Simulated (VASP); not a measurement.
# Mo: single point with PBE+D3(BJ)

Mo, a slab with vacuum:

```
Mo
1.0
     3.18055    0.00000    0.00000
     0.00000    3.18055    0.00000
     0.00000    0.00000   25.65268
Mo
4
Direct
  0.50000 0.50000 0.57557
  0.00000 0.00000 0.62915
  0.50000 0.50000 0.69524
  0.00000 0.00000 0.74620
```

- Program: VASP 6.6.1
- Task: single point
- Functional: PBE
- Dispersion: D3(BJ)
- Potentials or basis: VASP PAW PBE potentials, release 64 (Mo_sv)
- Cutoff: 400 eV
- k mesh: 10 × 10 × 1
- Occupations: methfessel-paxton, width 0.1 eV
- Spin: no spin polarisation

* Largest force: 0.581 eV/Å
* Band gap on the k mesh: zero (band 28 reaches 1.56 eV, above the bottom of band 29 at -0.06 eV)
* Dispersion energy per atom: -0.447 eV

Forces in eV/Å, atoms in the order of the input:
```
Mo   0.000  0.000  0.557
Mo   0.000  0.000 -0.581
Mo   0.000  0.000 -0.166
Mo   0.000  0.000  0.190
```

Levels at points of the mesh, in eV from the Fermi level:
| k point | band 26 | band 27 | band 28 | band 29 | band 30 | band 31 |
| --- | --- | --- | --- | --- | --- | --- |
| (0.00, 0.00, 0.00) | -0.25 | -0.25 | -0.18 | -0.12 | -0.03 | 0.15 |
| (0.50, 0.00, 0.00) | -1.02 | -0.07 | -0.06 | 1.11 | 1.29 | 1.68 |
| (0.50, 0.50, 0.00) | -1.05 | 1.43 | 1.45 | 1.45 | 1.52 | 2.15 |

Wall time 2.8 min on 1 thread of Intel(R) Xeon(R) Platinum 8488C (Sapphire Rapids), with other jobs on the host, peak memory 0.35 GiB.
